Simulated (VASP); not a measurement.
The system is Al5Cl2.

```
CELL_PARAMETERS angstrom
5.53726 0.00000 0.00000
-2.76863 4.79541 0.00000
0.00000 0.00000 5.43939
ATOMIC_POSITIONS crystal
Al 0.00000 0.00000 0.00000
Al 0.00000 0.00000 0.50000
Al 0.50000 0.00000 0.50000
Al 0.00000 0.50000 0.50000
Al 0.50000 0.50000 0.50000
Cl 0.33333 0.66667 0.00000
Cl 0.66667 0.33333 0.00000
```

The cell was built from a structure type or drawn by symmetry, and may not be a known phase.

| Quantity | Value |
| --- | --- |
| Program | VASP 6.6.1 |
| Task | relaxation of cell and atoms |
| Functional | PBE |
| Potentials or basis | VASP PAW PBE potentials, release 64 (Al, Cl) |
| Cutoff | 600 eV |
| k mesh | 6 × 6 × 4 |
| Occupations | gaussian, width 0.1 eV |
| Spin | no spin polarisation |

At the start: pressure -0.6 GPa; volume 20.63 Å³/atom.

Question: How do energy, volume and symmetry change on relaxing?

Answer: Over 3 steps the energy falls by 2.7 meV/atom and the volume is 20.28 Å³/atom (-1.7 %); space group P6/mmm (No. 191, to 0.1 Å) before and after.

Step by step:
```tsv
step	energy change (eV)	largest force (eV/Å)	pressure (GPa)	volume (Å³)
1	0.0000	0.0000	-0.64	144.43
2	-0.0171	0.0000	-0.10	142.71
3	-0.0190	0.0000	0.15	141.97
```

Final structure:
```
Al Cl
1.0
     5.54225    0.00000    0.00000
    -2.77113    4.79973    0.00000
     0.00000    0.00000    5.33693
Al Cl
5 2
Direct
  0.00000 0.00000 0.00000
  0.00000 0.00000 0.50000
  0.50000 0.00000 0.50000
  0.00000 0.50000 0.50000
  0.50000 0.50000 0.50000
  0.33333 0.66667 0.00000
  0.66667 0.33333 0.00000
```

Caveat: an odd number of electrons without spin polarisation forces a metal; a magnetic or distorted state may lie lower.
